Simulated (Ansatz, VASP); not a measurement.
**One calculation of SrO, two programs**

POSCAR

```
SrO
1.0
    4.3123055024      0.0000000000      0.0000000000
   -2.1561527512      3.7345661140      0.0000000000
    0.0000000000      0.0000000000      5.1953955101
Sr O
2 2
Direct
    0.3333333333      0.6666666667      0.2500000000
    0.6666666667      0.3333333333      0.7500000000
    0.6666666667      0.3333333333      0.2500000000
    0.3333333333      0.6666666667      0.7500000000
```

File INCAR.step1:

```
ALGO     = Normal         # electronic algorithm
EDIFF    = 1E-4           # SCF threshold, eV
ENCUT    = 520            # plane-wave cutoff, eV
GGA      = PE             # functional
ISMEAR   = 0              # smearing method
LASPH    = T              # aspherical terms in the spheres
LCHARG   = F              # write CHGCAR
LREAL    = F              # projectors in reciprocal space
LWAVE    = T              # write WAVECAR
NBANDS   = 24             # bands
NELM     = 100            # most SCF steps
PREC     = Accurate       # precision mode
SIGMA    = 0.01           # smearing width, eV
```

The input INCAR.step2:

```
ALGO     = Normal         # electronic algorithm
EDIFF    = 1E-6           # SCF threshold, eV
ENCUT    = 520            # plane-wave cutoff, eV
ISIF     = 2              # what is computed and relaxed
ISMEAR   = 0              # smearing method
ISTART   = 1            
LASPH    = T              # aspherical terms in the spheres
LCHARG   = F              # write CHGCAR
LMIXTAU  = T            
LREAL    = F              # projectors in reciprocal space
LWAVE    = F              # write WAVECAR
METAGGA  = R2SCAN         # meta-GGA
NBANDS   = 24             # bands
NELM     = 100            # most SCF steps
PREC     = Accurate       # precision mode
SIGMA    = 0.01           # smearing width, eV
```

File KPOINTS:

```
k-points
0
Gamma
  6 6 4
```

Input for Ansatz:

```yaml
crystal:
  lattice:
    - [4.3123055024, 0.0, 0.0]
    - [-2.1561527512, 3.734566114, 0.0]
    - [0.0, 0.0, 5.1953955101]
  atoms:
    - { symbol: Sr, position: [0.3333333333, 0.6666666667, 0.25] }
    - { symbol: Sr, position: [0.6666666667, 0.3333333333, 0.75] }
    - { symbol: O, position: [0.6666666667, 0.3333333333, 0.25] }
    - { symbol: O, position: [0.3333333333, 0.6666666667, 0.75] }
kpoints:
  mp_grid: { grid: [6, 6, 4] }
hamiltonian:
  xc: r2scan
scf:
  occupations: { method: fixed }
  n_extra_bands: 5
output:
  forces: true
  stress: true
  eigenvalues: true
```

Alike in both runs: task single point; functional r2SCAN; k mesh 6 × 6 × 4; no spin polarisation.

|  | VASP | Ansatz |
| --- | --- | --- |
| version | VASP 6.6.1 | Ansatz 0.2.0 |
| potentials or method | VASP PAW PBE potentials, release 64 (Sr_sv, O) | plane waves, PAW |
| plane-wave cutoff (eV) | 520 | 500 |
| occupations | gaussian, width 0.01 eV | fixed |
| valence electrons in the cell | 32 | 32 |

Ansatz gave:

- gap on the k mesh at the Fermi level (eV): 2.94
- pressure (GPa): -2.1
- traceless stress, the component that is largest in VASP (GPa): -0.15

**Question.** Estimate VASP's values.

**Answer.** gap on the k mesh at the Fermi level (eV): 2.93; pressure (GPa): -1.7; traceless stress, the component that is largest in VASP (GPa): -0.15.

VASP's potentials were made for PBE, not for r2SCAN.
